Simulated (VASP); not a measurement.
# Ta4In (I4/m) in VASP: relaxation of cell and atoms with PBE

Aim: the relaxation of cell and atoms of Ta4In with PBE.

Everything below comes from runs of VASP 6.6.1. Logs are shortened: lines on timing, memory, paths and dates and some standing lists are left out, and cuts for length are marked.

## (1) The cell of the first run

The structure is tetragonal, space group I4/m (No. 87). The conventional cell has a = 7.406 Å, b = 7.406 Å, c = 3.499 Å, α = 90.00°, β = 90.00°, γ = 90.00°. Ta (site symmetry m) has 11 Ta at 2.83 to 3.50 Å and 3 In at 2.98 to 3.29 Å within 3.7 Å. Within 3.9 Å of In (site symmetry 4/m) lie 12 Ta at 2.98 to 3.29 Å and 2 In at 3.50 Å.

## (2) Relaxation of cell and atoms, PBE

INCAR reads:

```
SYSTEM = Ta4In
  PREC = Accurate
  ENCUT = 600
  EDIFF = 1E-7
  ISMEAR = 0
  SIGMA = 0.1
  LREAL = .False.
  LASPH = .True.
  NELM = 60
  ALGO = Fast
  ISIF = 3
  LWAVE = .False.
  LCHARG = .False.
  GGA = PE
  IBRION = 2
  NSW = 100
  EDIFFG = -0.01
```

KPOINTS reads:

```
Automatic mesh
0
Gamma
  10 10 10
  0 0 0
```

POSCAR reads:

```
Ta4In
1.0
   -3.7029148731      3.7029148731      1.7495698612
    3.7029148731     -3.7029148731      1.7495698612
    3.7029148731      3.7029148731     -1.7495698612
Ta In
4 1
Direct
    0.5973195653      0.8109019598      0.4082215251
    0.8109019598      0.4026804347      0.2135823945
    0.4026804347      0.1890980402      0.5917784749
    0.1890980402      0.5973195653      0.7864176055
    0.0000000000      0.0000000000      0.0000000000
```

Potentials or basis: VASP PAW PBE potentials, release 64 (Ta_pv, In_d).

Run with:

```sh
cat potpaw_PBE.64/Ta_pv/POTCAR potpaw_PBE.64/In_d/POTCAR > POTCAR
mpirun -np 1 vasp_std > vasp.out
```

OUTCAR:

```text
SYSTEM = Ta4In
   PREC = Accurate
   ENCUT = 600
   EDIFF = 1E-7
   ISMEAR = 0
   LREAL = .False.
   LASPH = .True.
   NELM = 60
   ISIF = 3
   GGA = PE
   IBRION = 2
   NSW = 100
   EDIFFG = -0.01

 ion  position               nearest neighbor table
   1  0.597  0.811  0.408-   4 2.83   2 2.83   4 2.83   2 2.83   5 2.98   5 2.98   3 3.00   3 3.00
                             3 3.15   5 3.29   4 3.41   2 3.41
   2  0.811  0.403  0.214-   3 2.83   1 2.83   3 2.83   1 2.83   5 2.98   5 2.98   4 3.00   4 3.00
                             4 3.15   5 3.29   3 3.41   1 3.41
   3  0.403  0.189  0.592-   4 2.83   2 2.83   4 2.83   2 2.83   5 2.98   5 2.98   1 3.00   1 3.00
                             1 3.15   5 3.29   4 3.41   2 3.41
   4  0.189  0.597  0.786-   3 2.83   1 2.83   3 2.83   1 2.83   5 2.98   5 2.98   2 3.00   2 3.00
                             2 3.15   5 3.29   3 3.41   1 3.41
   5  0.000  0.000  0.000-   2 2.98   4 2.98   4 2.98   1 2.98   3 2.98   2 2.98   1 2.98   3 2.98
                             1 3.29   2 3.29   3 3.29   4 3.29

  LATTYP: Found a body centered tetragonal cell.
 ALAT       =     7.4058297462
 C/A-ratio  =     0.4724844943

  Lattice vectors:

 A1 = (  -3.7029148731,   3.7029148731,   1.7495698612)
 A2 = (   3.7029148731,  -3.7029148731,   1.7495698612)
 A3 = (   3.7029148731,   3.7029148731,  -1.7495698612)

Analysis of symmetry for initial positions (statically):
=====================================================================
 Subroutine PRICEL returns:
 Original cell was already a primitive cell.

 Routine SETGRP: Setting up the symmetry group for a
 body centered tetragonal supercell.

 Subroutine GETGRP returns: Found  8 space group operations
 (whereof  8 operations were pure point group operations)
 out of a pool of 16 trial point group operations.

The static configuration has the point symmetry C_4h.

Analysis of symmetry for dynamics (positions and initial velocities):
=====================================================================
 Subroutine PRICEL returns:
 Original cell was already a primitive cell.

 Routine SETGRP: Setting up the symmetry group for a
 body centered tetragonal supercell.

 Subroutine GETGRP returns: Found  8 space group operations
 (whereof  8 operations were pure point group operations)
 out of a pool of 16 trial point group operations.

The dynamic configuration has the point symmetry C_4h.

 Subroutine INISYM returns: Found  8 space group operations
 (whereof  8 operations are pure point group operations),
 and found     1 'primitive' translations

----------------------------------------------------------------------------------------

                                     Primitive cell

  volume of cell :      95.9575

  direct lattice vectors                    reciprocal lattice vectors
    -3.702914873  3.702914873  1.749569861     0.000000000  0.135028759  0.285784530
     3.702914873 -3.702914873  1.749569861     0.135028759  0.000000000  0.285784530
     3.702914873  3.702914873 -1.749569861     0.135028759  0.135028759  0.000000000

  length of vectors
     5.521245495  5.521245495  5.521245495     0.316078413  0.316078413  0.190959502

  position of ions in fractional coordinates (direct lattice)
     0.597319565  0.810901960  0.408221525
     0.810901960  0.402680435  0.213582395
     0.402680435  0.189098040  0.591778475
     0.189098040  0.597319565  0.786417605
     0.000000000  0.000000000  0.000000000

  ion indices of the primitive-cell ions
   primitive index   ion index
                 1           1
                 2           2
                 3           3
                 4           4
                 5           5

----------------------------------------------------------------------------------------

 KPOINTS: Automatic mesh

Automatic generation of k-mesh.
 Grid dimensions read from file:
 generate k-points for:   10   10   10

 Generating k-lattice:

  Cartesian coordinates                     Fractional coordinates (reciprocal lattice)
     0.000000000  0.013502876  0.028578453     0.100000000 -0.000000000  0.000000000
     0.013502876  0.000000000  0.028578453    -0.000000000  0.100000000  0.000000000
     0.013502876  0.013502876  0.000000000     0.000000000  0.000000000  0.100000000

  Length of vectors
     0.031607841  0.031607841  0.019095950

  Shift w.r.t. Gamma in fractional coordinates (k-lattice)
     0.000000000  0.000000000  0.000000000

 Subroutine IBZKPT returns following result:
 ===========================================

 Found    144 irreducible k-points:

 Following reciprocal coordinates:
            Coordinates               Weight
  0.000000  0.000000  0.000000      1.000000
  0.100000 -0.000000  0.000000      8.000000
  0.200000 -0.000000  0.000000      8.000000
  0.300000  0.000000  0.000000      8.000000
  0.400000 -0.000000  0.000000      8.000000
  0.500000 -0.000000  0.000000      4.000000
[... 16 lines left out ...]
  0.200000  0.200000  0.000000      8.000000
  0.300000  0.200000  0.000000      8.000000
 [... further k-points ...]
   k-points           NKPTS =    144   k-points in BZ     NKDIM =    144   number of bands    NBANDS=     34
   number of dos      NEDOS =    301   number of ions     NIONS =      5
   total plane-waves  NPLWV = 110592
   dimension x,y,z NGX =    48 NGY =   48 NGZ =   48
   dimension x,y,z NGXF=    96 NGYF=   96 NGZF=   96
   ions per type =               4   1
   NGX,Y,Z   is equivalent  to a cutoff of  14.45, 14.45, 14.45 a.u.
   NGXF,Y,Z  is equivalent  to a cutoff of  28.91, 28.91, 28.91 a.u.
 SYSTEM =  Ta4In
   PREC   = accura    normal or accurate (medium, high low for compatibility)
   ISTART =      0    job   : 0-new  1-cont  2-samecut
   ICHARG =      2    charge: 1-file 2-atom 10-const
   ISPIN  =      1    spin polarized calculation?
   LNONCOLLINEAR =      F non collinear calculations
   LSORBIT =      F    spin-orbit coupling
   LASPH  =      T    aspherical Exc in radial PAW
   ENCUT  =  600.0 eV  44.10 Ry    6.64 a.u.  11.03 11.03 11.03*2*pi/ulx,y,z
   NELM   =     60;   NELMIN=  2; NELMDL= -5     # of ELM steps
   EDIFF  = 0.1E-06   stopping-criterion for ELM
   LREAL  =      F    real-space projection
   EDIFFG = -.1E-01   stopping-criterion for IOM
   NSW    =    100    number of steps for IOM
   IBRION =      2    ionic relax: 0-MD 1-quasi-New 2-CG
   NFREE  =      1    steps in history (QN), initial steepest desc. (CG)
   ISIF   =      3    stress and relaxation
   ISYM   =      2    0-nonsym 1-usesym 2-fastsym
   POTIM  = 0.5000    time-step for ionic-motion
   TEBEG  =    0.0;   TEEND  =   0.0 temperature during run
   PSTRESS=    0.0 pullay stress
   NELECT =      57.0000    total number of electrons
   NUPDOWN=      -1.0000    fix difference up-down
   EMIN   =  10.00;   EMAX   =-10.00  energy-range for DOS
   EFERMI =   0.00;   METHOD = LEGACY
   ISMEAR =     0;   SIGMA  =   0.10  broadening in eV -4-tet -1-fermi 0-gaus
   EFERMI_NEDOS =   21; number of points for ismear=-14 and -15
   IALGO  =     68    algorithm
   IMIX   =      4    mixing-type and parameters
     AMIX     =   0.40;   BMIX     =  1.00
     AMIX_MAG =   1.60;   BMIX_MAG =  1.00
  volume/ion in A,a.u.               =      19.19       129.51
  Fermi-wavevector in a.u.,A,eV,Ry     =   1.376175  2.600593 25.767482  1.893857
  Thomas-Fermi vector in A             =   2.501443
   LORBIT       =      0    0 simple, 1 ext, 2 COOP (PROOUT), +10 PAW based schemes
   GGA     = PE    functional components
   LHFCALC =     F    Hartree Fock is set to
   AEXX    =    0.0000 exact exchange contribution
   IVDW    =     0    specifies the selected vdW correction
   LEPSILON=     F    determine dielectric tensor
   LRPA    =     F    only Hartree local field effects (RPA)
 conjugate gradient relaxation of ions
 non-spin polarized calculation
 RMM-DIIS sequential band-by-band and
 Gauss-broadening in eV      SIGMA  =   0.10
  energy-cutoff  :      600.00
  volume of cell :       95.96
 maximum number of plane-waves:      3222
 NGX is ok and might be reduce to    48
   NGX = 23   NGY = 23   NGZ = 23

--------------------------------------- Ionic step        1  -------------------------------------------

 number of electron      56.9999997 magnetization

 Free energy of the ion-electron system (eV)
  ---------------------------------------------------
  ext. energy  EPLUGINS =         0.00000000
  ---------------------------------------------------
  free energy    TOTEN  =       -49.35302930 eV

  energy without entropy =      -49.33647158  energy(sigma->0) =      -49.34475044

------------------------ aborting loop because EDIFF is reached ----------------------------------------

  FORCE on cell =-STRESS in cart. coord.  units (eV):
  Direction    XX          YY          ZZ          XY          YZ          ZX
  --------------------------------------------------------------------------------------
  -------------------------------------------------------------------------------------
  Total       -0.3830170     -0.3830170     -0.2819873      0.0000001     -0.0000000      0.0000000
  in kB       -6.3951377     -6.3951377     -4.7082700      0.0000013     -0.0000000      0.0000000
  external PRESSURE =      -5.8328485 kB  Pullay stress =       0.0000000 kB

 VOLUME and BASIS-vectors are now :
 -----------------------------------------------------------------------------
  energy-cutoff  :      600.00
  volume of cell :       95.96
      direct lattice vectors                 reciprocal lattice vectors
    -3.702914873  3.702914873  1.749569861     0.000000000  0.135028759  0.285784530
     3.702914873 -3.702914873  1.749569861     0.135028759  0.000000000  0.285784530
     3.702914873  3.702914873 -1.749569861     0.135028759  0.135028759  0.000000000
[... 235 lines left out ...]
 POSITION                                       TOTAL-FORCE (eV/Angst)
 -----------------------------------------------------------------------------------
      2.29189      0.71320      1.74916         0.016023     -0.013466      0.000000
     -0.71320      2.29189      1.74916         0.013466      0.016023      0.000000
      1.40276      2.98145      0.00000        -0.016023      0.013466     -0.000000
      4.40786      1.40276      0.00000        -0.013466     -0.016023     -0.000000
      3.69465     -3.69465      1.74916        -0.000000      0.000000      0.000000
 -----------------------------------------------------------------------------------
    total drift:                                0.000000      0.000000     -0.000000

  FREE ENERGIE OF THE ION-ELECTRON SYSTEM (eV)
  ---------------------------------------------------
  free  energy   TOTEN  =       -49.3551989046 eV

  energy  without entropy=      -49.3395313488  energy(sigma->0) =      -49.34736513

--------------------------------------- Ionic step        8  -------------------------------------------

 number of electron      56.9999997 magnetization

 Free energy of the ion-electron system (eV)
  ---------------------------------------------------
  ext. energy  EPLUGINS =         0.00000000
  ---------------------------------------------------
  free energy    TOTEN  =       -49.35527301 eV

  energy without entropy =      -49.33972040  energy(sigma->0) =      -49.34749671

 E-fermi :   6.4233     XC(G=0): -12.2215

 val. band max:        6.4227326275   @ k =   0.1000  -0.0000   0.0000
 cond. band min:       6.4285063465   @ k =  -0.2000   0.2000   0.1000
 fundamental gap:      0.0057737190
 Fermi energy:         6.4233042875

 k-point     1 :       0.0000    0.0000    0.0000
  band No.  band energies     occupation
      1     -28.0600      2.00000
      2     -28.0127      2.00000
      3     -27.8444      2.00000
      4     -27.8444      2.00000
      5     -27.7497      2.00000
      6     -27.6094      2.00000
[... 877 lines left out ...]
     33       9.1454      0.00000
     34       9.7739      0.00000

 [... further k-points ...]

------------------------ aborting loop because EDIFF is reached ----------------------------------------

  FORCE on cell =-STRESS in cart. coord.  units (eV):
  Direction    XX          YY          ZZ          XY          YZ          ZX
  --------------------------------------------------------------------------------------
  -------------------------------------------------------------------------------------
  Total        0.0169116      0.0169116      0.0252596      0.0000001      0.0000000      0.0000000
  in kB        0.2837125      0.2837125      0.4237620      0.0000022      0.0000000      0.0000000
  external PRESSURE =       0.3303957 kB  Pullay stress =       0.0000000 kB

 VOLUME and BASIS-vectors are now :
 -----------------------------------------------------------------------------
  energy-cutoff  :      600.00
  volume of cell :       95.50
      direct lattice vectors                 reciprocal lattice vectors
    -3.693706477  3.693706500  1.749971967     0.000000000  0.135365385  0.285718863
     3.693706477 -3.693706500  1.749971967     0.135365385 -0.000000000  0.285718863
     3.693706500  3.693706477 -1.749971967     0.135365385  0.135365384  0.000000000

 POSITION                                       TOTAL-FORCE (eV/Angst)
 -----------------------------------------------------------------------------------
      2.29175      0.71193      1.74997         0.004870     -0.004024     -0.000000
     -0.71193      2.29175      1.74997         0.004024      0.004870     -0.000000
      1.40196      2.98177      0.00000        -0.004870      0.004024      0.000000
      4.40564      1.40196      0.00000        -0.004024     -0.004870      0.000000
      0.00000      7.38741      0.00000         0.000000     -0.000000      0.000000
 -----------------------------------------------------------------------------------
    total drift:                               -0.000000     -0.000000     -0.000000

  FREE ENERGIE OF THE ION-ELECTRON SYSTEM (eV)
  ---------------------------------------------------
  free  energy   TOTEN  =       -49.3552730143 eV

  energy  without entropy=      -49.3397204044  energy(sigma->0) =      -49.34749671

 reached required accuracy - stopping structural energy minimisation
```

Wall time 2.3 h (1 thread of Oxide Virtual Turin-like, shared host); peak memory 0.68 GiB.

What came out:

```yaml
Free_energy: -49.3553 eV
Relaxed_volume: 19.10 Å³/atom
Relaxed_cell: a = 5.509 Å, b = 5.509 Å, c = 5.509 Å, α = 95.79°, β = 95.79°, γ = 142.96°
Space_group_after_relaxing_to_0.1_Å: I4/m (No. 87)
Energy_gained_by_relaxing: 0.4 meV/atom
Ionic_steps: 8
Pressure_after_relaxing: 0.0 GPa
Largest_force_after_relaxing: 0.006 eV/Å
Band_gap_on_the_k_mesh: zero (an odd number of electrons rules out a gap without spin polarisation)
```

Forces on the atoms (eV/Å):
```
Ta   0.005 -0.004  0.000
Ta   0.004  0.005  0.000
Ta  -0.005  0.004  0.000
Ta  -0.004 -0.005  0.000
In   0.000  0.000  0.000
```

Step by step:
```csv
step,energy change (eV),largest force (eV/Å),pressure (GPa),volume (Å³)
1,0.0000,0.0671,-0.58,95.96
2,0.0001,0.0656,1.02,94.99
3,-0.0013,0.0613,0.16,95.46
4,-0.0013,0.0614,0.12,95.48
5,-0.0019,0.0315,0.06,95.49
6,-0.0022,0.0201,0.00,95.51
7,-0.0022,0.0209,0.00,95.51
8,-0.0022,0.0063,0.03,95.50
```

Final structure:
```xyz
5
Lattice="-3.6937 3.6937 1.7500 3.6937 -3.6937 1.7500 3.6937 3.6937 -1.7500" Properties=species:S:1:pos:R:3 pbc="T T T"
Ta    2.2917    0.7119    1.7500
Ta   -0.7119    2.2917    1.7500
Ta    1.4020    2.9818    0.0000
Ta    4.4056    1.4020    0.0000
In    0.0000    7.3874    0.0000
```

Levels at points of the mesh, in eV from the Fermi level:
```csv
k point,band 26,band 27,band 28,band 29,band 30,band 31,band 32,band 33
"(0.00, 0.00, 0.00)",-0.61,-0.50,-0.21,0.13,0.13,1.41,1.77,1.77
"(0.50, 0.00, 0.00)",-1.28,-0.59,-0.56,0.04,0.34,0.86,2.07,2.72
"(0.50, 0.50, 0.00)",-0.40,-0.28,0.15,0.46,0.95,1.39,1.54,1.59
"(0.50, 0.50, 0.50)",-1.36,-1.06,0.57,0.57,0.99,1.63,2.47,2.47
```

Caveat: spin-orbit coupling is left out, which moves the levels of the heavy elements.
